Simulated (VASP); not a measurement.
# Mg (P6_3/mmc) in VASP: a series of runs, part 4 of 4

VASP 6.6.1. Earlier steps stand in the parts before.

## Step 7: Relaxation of cell and atoms, PBEsol

This run uses another cell than the first one, of 23.24 Å³/atom.

File INCAR:

```
  PREC = Accurate
  ENCUT = 600
  EDIFF = 1E-7
  ISMEAR = 0
  SIGMA = 0.1
  LREAL = False
  LASPH = True
  NELM = 60
  ALGO = Normal
  ISIF = 3
  LWAVE = False
  LCHARG = False
  GGA = PS
  IBRION = 2
  NSW = 100
  EDIFFG = -0.005
```

File KPOINTS:

```
regular mesh
0
Gamma
  18 18 8
```

File POSCAR:

```
Mg
1.0
    3.2093000000      0.0000000000      0.0000000000
   -1.6046500000      2.7793353284      0.0000000000
    0.0000000000      0.0000000000      5.2103000000
Mg
2
Direct
    0.3333333333      0.6666666667      0.2500000000
    0.6666666667      0.3333333333      0.7500000000
```

Potentials or basis: VASP PAW PBE potentials, release 64 (Mg).

Launch:

```console
> cat potpaw_PBE.64/Mg/POTCAR > POTCAR
> mpirun -np 1 vasp_std > vasp.out
```

OUTCAR:

```text
PREC = Accurate
   ENCUT = 600
   EDIFF = 1E-7
   ISMEAR = 0
   LREAL = False
   LASPH = True
   NELM = 60
   ISIF = 3
   GGA = PS
   IBRION = 2
   NSW = 100
   EDIFFG = -0.005

 ion  position               nearest neighbor table
   1  0.333  0.667  0.250-   2 3.20   2 3.20   2 3.20   2 3.20   2 3.20   2 3.20
   2  0.667  0.333  0.750-   1 3.20   1 3.20   1 3.20   1 3.20   1 3.20   1 3.20

  LATTYP: Found a hexagonal cell.
 ALAT       =     3.2093000000
 C/A-ratio  =     1.6235004518

  Lattice vectors:

 A1 = (   3.2093000000,   0.0000000000,   0.0000000000)
 A2 = (  -1.6046500000,   2.7793353284,   0.0000000000)
 A3 = (   0.0000000000,   0.0000000000,   5.2103000000)

Analysis of symmetry for initial positions (statically):
=====================================================================
 Subroutine PRICEL returns:
 Original cell was already a primitive cell.

 Routine SETGRP: Setting up the symmetry group for a
 hexagonal supercell.

 Subroutine GETGRP returns: Found 24 space group operations
 (whereof 12 operations were pure point group operations)
 out of a pool of 24 trial point group operations.

The static configuration has the point symmetry D_3d.
 The point group associated with its full space group is D_6h.

Analysis of symmetry for dynamics (positions and initial velocities):
=====================================================================
 Subroutine PRICEL returns:
 Original cell was already a primitive cell.

 Routine SETGRP: Setting up the symmetry group for a
 hexagonal supercell.

 Subroutine GETGRP returns: Found 24 space group operations
 (whereof 12 operations were pure point group operations)
 out of a pool of 24 trial point group operations.

The dynamic configuration has the point symmetry D_3d.
 The point group associated with its full space group is D_6h.

 Subroutine INISYM returns: Found 24 space group operations
 (whereof 12 operations are pure point group operations),
 and found     1 'primitive' translations

----------------------------------------------------------------------------------------

                                     Primitive cell

  volume of cell :      46.4744

  direct lattice vectors                    reciprocal lattice vectors
     3.209300000  0.000000000  0.000000000     0.311594429  0.179899127  0.000000000
    -1.604650000  2.779335328  0.000000000     0.000000000  0.359798255  0.000000000
     0.000000000  0.000000000  5.210300000     0.000000000  0.000000000  0.191927528

  length of vectors
     3.209300000  3.209300000  5.210300000     0.359798255  0.359798255  0.191927528

  position of ions in fractional coordinates (direct lattice)
     0.333333333  0.666666667  0.250000000
     0.666666667  0.333333333  0.750000000

  ion indices of the primitive-cell ions
   primitive index   ion index
                 1           1
                 2           2

----------------------------------------------------------------------------------------
[... 52 lines left out ...]
   k-points           NKPTS =    185   k-points in BZ     NKDIM =    185   number of bands    NBANDS=      6
   number of dos      NEDOS =    301   number of ions     NIONS =      2
   total plane-waves  NPLWV =  32928
   dimension x,y,z NGX =    28 NGY =   28 NGZ =   42
   dimension x,y,z NGXF=    56 NGYF=   56 NGZF=   84
   ions per type =               2
   NGX,Y,Z   is equivalent  to a cutoff of  14.50, 14.50, 13.40 a.u.
   NGXF,Y,Z  is equivalent  to a cutoff of  29.01, 29.01, 26.80 a.u.
 SYSTEM =  unknown system
   PREC   = accura    normal or accurate (medium, high low for compatibility)
   ISTART =      0    job   : 0-new  1-cont  2-samecut
   ICHARG =      2    charge: 1-file 2-atom 10-const
   ISPIN  =      1    spin polarized calculation?
   LNONCOLLINEAR =      F non collinear calculations
   LSORBIT =      F    spin-orbit coupling
   LASPH  =      T    aspherical Exc in radial PAW
   ENCUT  =  600.0 eV  44.10 Ry    6.64 a.u.   6.41  6.41 10.41*2*pi/ulx,y,z
   NELM   =     60;   NELMIN=  2; NELMDL= -5     # of ELM steps
   EDIFF  = 0.1E-06   stopping-criterion for ELM
   LREAL  =      F    real-space projection
   EDIFFG = -.5E-02   stopping-criterion for IOM
   NSW    =    100    number of steps for IOM
   IBRION =      2    ionic relax: 0-MD 1-quasi-New 2-CG
   NFREE  =      1    steps in history (QN), initial steepest desc. (CG)
   ISIF   =      3    stress and relaxation
   ISYM   =      2    0-nonsym 1-usesym 2-fastsym
   POTIM  = 0.5000    time-step for ionic-motion
   TEBEG  =    0.0;   TEEND  =   0.0 temperature during run
   PSTRESS=    0.0 pullay stress
   NELECT =       4.0000    total number of electrons
   NUPDOWN=      -1.0000    fix difference up-down
   EMIN   =  10.00;   EMAX   =-10.00  energy-range for DOS
   EFERMI =   0.00;   METHOD = LEGACY
   ISMEAR =     0;   SIGMA  =   0.10  broadening in eV -4-tet -1-fermi 0-gaus
   EFERMI_NEDOS =   21; number of points for ismear=-14 and -15
   IALGO  =     38    algorithm
   IMIX   =      4    mixing-type and parameters
     AMIX     =   0.40;   BMIX     =  1.00
     AMIX_MAG =   1.60;   BMIX_MAG =  1.00
  volume/ion in A,a.u.               =      23.24       156.81
  Fermi-wavevector in a.u.,A,eV,Ry     =   0.722809  1.365911  7.108401  0.522453
  Thomas-Fermi vector in A             =   1.812866
   LORBIT       =      0    0 simple, 1 ext, 2 COOP (PROOUT), +10 PAW based schemes
   GGA     = PS    functional components
   LHFCALC =     F    Hartree Fock is set to
   AEXX    =    0.0000 exact exchange contribution
   IVDW    =     0    specifies the selected vdW correction
   LEPSILON=     F    determine dielectric tensor
   LRPA    =     F    only Hartree local field effects (RPA)
 conjugate gradient relaxation of ions
 non-spin polarized calculation
 Gauss-broadening in eV      SIGMA  =   0.10
  energy-cutoff  :      600.00
  volume of cell :       46.47
 maximum number of plane-waves:      1578
 NGX is ok and might be reduce to    28
   NGX = 13   NGY = 13   NGZ = 21

--------------------------------------- Ionic step        1  -------------------------------------------

 number of electron       4.0000000 magnetization

 Free energy of the ion-electron system (eV)
  ---------------------------------------------------
  ext. energy  EPLUGINS =         0.00000000
  ---------------------------------------------------
  free energy    TOTEN  =        -3.44446784 eV

  energy without entropy =       -3.43959665  energy(sigma->0) =       -3.44203225

------------------------ aborting loop because EDIFF is reached ----------------------------------------

  FORCE on cell =-STRESS in cart. coord.  units (eV):
  Direction    XX          YY          ZZ          XY          YZ          ZX
  --------------------------------------------------------------------------------------
  -------------------------------------------------------------------------------------
  Total       -0.2954359     -0.2954359     -0.4432342      0.0000000      0.0000000      0.0000000
  in kB      -10.1849733    -10.1849733    -15.2802288      0.0000000      0.0000000      0.0000000
  external PRESSURE =     -11.8833918 kB  Pullay stress =       0.0000000 kB
[... 203 lines left out ...]
--------------------------------------- Ionic step        7  -------------------------------------------

 number of electron       4.0000000 magnetization

 Free energy of the ion-electron system (eV)
  ---------------------------------------------------
  ext. energy  EPLUGINS =         0.00000000
  ---------------------------------------------------
  free energy    TOTEN  =        -3.45098136 eV

  energy without entropy =       -3.44655067  energy(sigma->0) =       -3.44876601

 E-fermi :   2.7167     XC(G=0):  -8.6031

 val. band max:        2.6981896796   @ k =   0.3889   0.0000   0.0000
 cond. band min:       2.7180637749   @ k =   0.3889   0.1111   0.3750
 fundamental gap:      0.0198740954
 Fermi energy:         2.7166814626

 k-point     1 :       0.0000    0.0000    0.0000
  band No.  band energies     occupation
      1      -4.3173      2.00000
      2       1.0508      2.00000
      3       1.5848      2.00000
      4      13.6306      0.00000
      5      13.6306      0.00000
      6      13.7638      0.00000
[... 199 lines left out ...]
 k-point    24 :       0.3889    0.1111    0.0000
  band No.  band energies     occupation
      1      -0.3075      2.00000
      2       1.7547      2.00000
      3       4.7854      0.00000
      4       5.4508      0.00000
      5       6.7211      0.00000
      6       6.8374      0.00000

 [... further k-points ...]

------------------------ aborting loop because EDIFF is reached ----------------------------------------

  FORCE on cell =-STRESS in cart. coord.  units (eV):
  Direction    XX          YY          ZZ          XY          YZ          ZX
  --------------------------------------------------------------------------------------
  -------------------------------------------------------------------------------------
  Total        0.0069268      0.0069268      0.0078321      0.0000000      0.0000000      0.0000000
  in kB        0.2471122      0.2471122      0.2794066      0.0000000      0.0000000      0.0000000
  external PRESSURE =       0.2578770 kB  Pullay stress =       0.0000000 kB
[... 17 lines left out ...]
  FREE ENERGIE OF THE ION-ELECTRON SYSTEM (eV)
  ---------------------------------------------------
  free  energy   TOTEN  =        -3.4509813632 eV

  energy  without entropy=       -3.4465506664  energy(sigma->0) =       -3.44876601

 reached required accuracy - stopping structural energy minimisation
```

Run time: 4.1 min. Hardware: 1 thread of Intel Xeon 8259CL, shared host; peak memory 0.23 GiB.

Results:

```yaml
Free_energy: -3.4510 eV
Relaxed_volume: 22.46 Å³/atom
Relaxed_cell: a = 3.186 Å, b = 3.186 Å, c = 5.109 Å, α = 90.00°, β = 90.00°, γ = 120.00°
Space_group_after_relaxing_to_0.1_Å: P6_3/mmc (No. 194)
Energy_gained_by_relaxing: 3.3 meV/atom
Ionic_steps: 7
Pressure_after_relaxing: 0.0 GPa
Band_gap_on_the_k_mesh: zero (bands 2 and 3 overlap by 2.14 eV)
```

Step by step:
| step | energy change (eV) | largest force (eV/Å) | pressure (GPa) | volume (Å³) |
| --- | --- | --- | --- | --- |
| 1 | 0.0000 | 0.0000 | -1.19 | 46.47 |
| 2 | -0.0058 | 0.0000 | -0.32 | 45.32 |
| 3 | -0.0063 | 0.0000 | 0.02 | 44.91 |
| 4 | -0.0063 | 0.0000 | 0.05 | 44.88 |
| 5 | -0.0064 | 0.0000 | 0.04 | 44.89 |
| 6 | -0.0065 | 0.0000 | 0.02 | 44.91 |
| 7 | -0.0065 | 0.0000 | 0.03 | 44.91 |

Final structure:
```
Mg
1.0
     3.18584    0.00000    0.00000
    -1.59292    2.75902    0.00000
     0.00000    0.00000    5.10943
Mg
2
Direct
  0.33333 0.66667 0.25000
  0.66667 0.33333 0.75000
```

Caveat: the PAW data sets were made with another functional, which shifts forces and pressure a little.

## Step 8: The runs side by side

```csv
task,cell,cutoff (eV),gap on the mesh (eV),pressure (GPa)
single point,"a = 3.219, b = 3.219, c = 5.164 Å, angles 90.0, 90.0, 120.0°, 2 atoms",520,none,-1.1
single point,"a = 3.250, b = 3.250, c = 5.214 Å, angles 90.0, 90.0, 120.0°, 2 atoms",520,none,-2.0
relaxation of shape and atoms at fixed volume,"relaxed from a = 3.122, b = 3.122, c = 5.009 Å, angles 90.0, 90.0, 120.0°, 2 atoms",600,none,2.6
relaxation of shape and atoms at fixed volume,"relaxed from a = 3.155, b = 3.155, c = 5.062 Å, angles 90.0, 90.0, 120.0°, 2 atoms",600,none,1.2
relaxation of shape and atoms at fixed volume,"relaxed from a = 3.219, b = 3.219, c = 5.164 Å, angles 90.0, 90.0, 120.0°, 2 atoms",600,none,-1.1
relaxation of cell and atoms,"relaxed from a = 3.209, b = 3.209, c = 5.210 Å, angles 90.0, 90.0, 120.0°, 2 atoms",600,none,0.0
```

Alike in all rows: level PBEsol; potentials or basis VASP PAW PBE potentials, release 64 (Mg); no spin polarisation; k mesh 18 × 18 × 8; smearing gaussian 0.1 eV.

Caveats: the PAW data sets were made with another functional, which shifts forces and pressure a little.

Absolute energies hang on the potentials; compare differences alone.

The gap in the log of VASP goes by the Fermi energy; the results here count the filled bands.